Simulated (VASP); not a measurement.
Runs of VASP 6.6.1 on MgTlF4. The structure is that of space group P6/mmm (No. 191), or close to it. The cells are those of the table. 

```tsv
task	cell	k mesh	cutoff (eV)	gap on the mesh (eV)	pressure (GPa)	largest force (eV/Å)
single point	a = 3.472, b = 3.472, c = 7.500 Å, angles 90.0, 90.0, 120.0°, 6 atoms	6 × 6 × 2	520	none	15.7	(a)
single point	a = 3.836, b = 3.836, c = 6.600 Å, angles 90.0, 90.0, 120.0°, 6 atoms	6 × 6 × 2	520	none	-0.4	0.01
single point	a = 3.836, b = 3.836, c = 6.600 Å, angles 90.0, 90.0, 120.0°, 6 atoms	6 × 6 × 4	520	none	-0.4	0.01
single point	a = 3.837, b = 3.837, c = 6.595 Å, angles 90.0, 90.0, 120.0°, 6 atoms	12 × 12 × 6	520	none	-0.4	0.01
relaxation of cell and atoms	relaxed from a = 3.836, b = 3.836, c = 6.600 Å, angles 90.0, 90.0, 120.0°, 6 atoms	12 × 12 × 6	600	none	0.0	-
```

Alike in all rows: level PBE; potentials or basis VASP PAW PBE potentials, release 64 (Mg, Tl_d, F); no spin polarisation; smearing gaussian 0.1 eV.

Question: Fill in the values left out.

Answer: (a) 2.13.

Caveats: some runs use coarse meshes; spin-orbit coupling is left out, which moves the levels of the heavy elements; an odd number of electrons without spin polarisation forces a metal; a magnetic or distorted state may lie lower.

A k mesh can miss the band edges, and the runs leave out spin-orbit coupling on Tl.

A gap of «none» marks levels without a gap at the run's occupations.
